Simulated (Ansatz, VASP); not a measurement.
**ZnSi2N: VASP beside Ansatz**

The input INCAR:

```
SYSTEM = ZnSi2N
PREC = Accurate
ENCUT = 520
EDIFF = 1E-6
ISMEAR = 0
SIGMA = 0.1
LREAL = .FALSE.
LASPH = .TRUE.
NELM = 80
ALGO = Normal
ISIF = 2
LWAVE = .FALSE.
LCHARG = .FALSE.
GGA = PE
NBANDS = 20
```

KPOINTS

```
regular mesh
0
G
  6 6 4
  0 0 0
```

File POSCAR:

```
ZnSi2N
1.0
    3.4766490100      0.0000000000      0.0000000000
    0.0000000000      3.4766490100      0.0000000000
    0.0000000000      0.0000000000      4.7442865900
Zn Si N
1 2 1
Direct
    0.0000000000      0.0000000000      0.0000000000
    0.0000000000      0.0000000000      0.5000000000
    0.5000000000      0.5000000000      0.0000000000
    0.5000000000      0.5000000000      0.5000000000
```

Input for Ansatz:

```yaml
crystal:
  lattice:
    - [3.47664901, 0.0, 0.0]
    - [0.0, 3.47664901, 0.0]
    - [0.0, 0.0, 4.74428659]
  atoms:
    - { symbol: Zn, position: [0.0, 0.0, 0.0] }
    - { symbol: Si, position: [0.0, 0.0, 0.5] }
    - { symbol: Si, position: [0.5, 0.5, 0.0] }
    - { symbol: "N", position: [0.5, 0.5, 0.5] }
basis:
  ecutwfc: 420
kpoints:
  mp_grid: { grid: [6, 6, 4] }
hamiltonian:
  xc: pbe
scf:
  occupations: { method: gaussian, width: 0.1 }
  lower_state_search: "off"
output:
  forces: true
  stress: true
  eigenvalues: true
```

Change from the starting cell: species swapped into the LiSmSe2 type (P4/mmm, No. 123).

Alike in both runs: task single point; functional PBE; k mesh 6 × 6 × 4; occupations gaussian, width 0.1 eV; no spin polarisation.

|  | VASP | Ansatz |
| --- | --- | --- |
| version | VASP 6.6.1 | Ansatz 0.2.0 |
| potentials or method | VASP PAW PBE potentials, release 64 (Zn, Si, N), cutoff 520 eV | scalar-relativistic, plane waves, PAW |
| valence electrons in the cell | 25 | 25 |

|  | VASP | Ansatz | Ansatz less VASP |
| --- | --- | --- | --- |
| gap on the k mesh at the Fermi level (eV) | none | none | - |
| pressure (GPa) | -8.3 | -8.4 | -0.17 |
| traceless stress, the component that is largest in VASP (GPa) | -0.35 | -0.34 | +0.003 |

A gap of «none» marks a metal or a gap that the smearing closes.
